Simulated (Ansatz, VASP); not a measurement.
**AlPt: VASP beside Ansatz**

File INCAR:

```
  PREC = Accurate
  ENCUT = 520
  EDIFF = 1E-7
  ISMEAR = 0
  SIGMA = 0.15
  LREAL = False
  LASPH = True
  NELM = 60
  ALGO = Fast
  ISIF = 2
  LWAVE = False
  LCHARG = False
  GGA = PS
  NBANDS = 36
```

Contents of KPOINTS:

```
Automatic mesh
0
Gamma
  8 8 8
```

The input POSCAR:

```
AlPt
1.0
    4.8685043982      0.0000000000      0.0000000000
    0.0000000000      4.8685043982      0.0000000000
    0.0000000000      0.0000000000      4.8685043982
Al Pt
4 4
Direct
    0.8438828753      0.8438828753      0.8438828753
    0.6561171247      0.1561171247      0.3438828753
    0.3438828753      0.6561171247      0.1561171247
    0.1561171247      0.3438828753      0.6561171247
    0.1599122538      0.1599122538      0.1599122538
    0.3400877462      0.8400877462      0.6599122538
    0.6599122538      0.3400877462      0.8400877462
    0.8400877462      0.6599122538      0.3400877462
```

Input for Ansatz:

```yaml
crystal:
  lattice:
    - [4.8685043982, 0.0, 0.0]
    - [0.0, 4.8685043982, 0.0]
    - [0.0, 0.0, 4.8685043982]
  atoms:
    - { symbol: Al, position: [0.8438828753, 0.8438828753, 0.8438828753] }
    - { symbol: Al, position: [0.6561171247, 0.1561171247, 0.3438828753] }
    - { symbol: Al, position: [0.3438828753, 0.6561171247, 0.1561171247] }
    - { symbol: Al, position: [0.1561171247, 0.3438828753, 0.6561171247] }
    - { symbol: Pt, position: [0.1599122538, 0.1599122538, 0.1599122538] }
    - { symbol: Pt, position: [0.3400877462, 0.8400877462, 0.6599122538] }
    - { symbol: Pt, position: [0.6599122538, 0.3400877462, 0.8400877462] }
    - { symbol: Pt, position: [0.8400877462, 0.6599122538, 0.3400877462] }
basis:
  ecutwfc: 420
kpoints:
  mp_grid: { grid: [8, 8, 8] }
hamiltonian:
  xc: pbesol
scf:
  occupations: { method: gaussian, width: 0.15 }
output:
  forces: true
  stress: true
  eigenvalues: true
```

Change from the starting cell: mode 4 (98.1 1/cm) frozen in, largest displacement -0.050 Å.

Alike in both runs: task single point; functional PBEsol; k mesh 8 × 8 × 8; occupations gaussian, width 0.15 eV; no spin polarisation.

|  | VASP | Ansatz |
| --- | --- | --- |
| version | VASP 6.6.1 | Ansatz 0.2.0 |
| potentials or method | VASP PAW PBE potentials, release 64 (Al, Pt), cutoff 520 eV | scalar-relativistic, plane waves, PAW |
| valence electrons in the cell | 52 | 84 |

|  | VASP | Ansatz | Ansatz less VASP |
| --- | --- | --- | --- |
| gap on the k mesh at the Fermi level (eV) | none | none | - |
| pressure (GPa) | 0.2 | 0.3 | +0.08 |
| rms of the force components (eV/Å) | 0.148 | 0.149 | +0.0018 |

VASP's potentials were made for PBE, not for PBEsol. Atom by atom the forces differ by 0.002 eV/Å (rms over components). A gap of «none» marks a metal or a gap that the smearing closes. VASP's potentials hold 52 valence electrons a cell and Ansatz's 84, so a difference there can come from the potentials and not from the codes.

Neither program's run includes spin-orbit coupling.
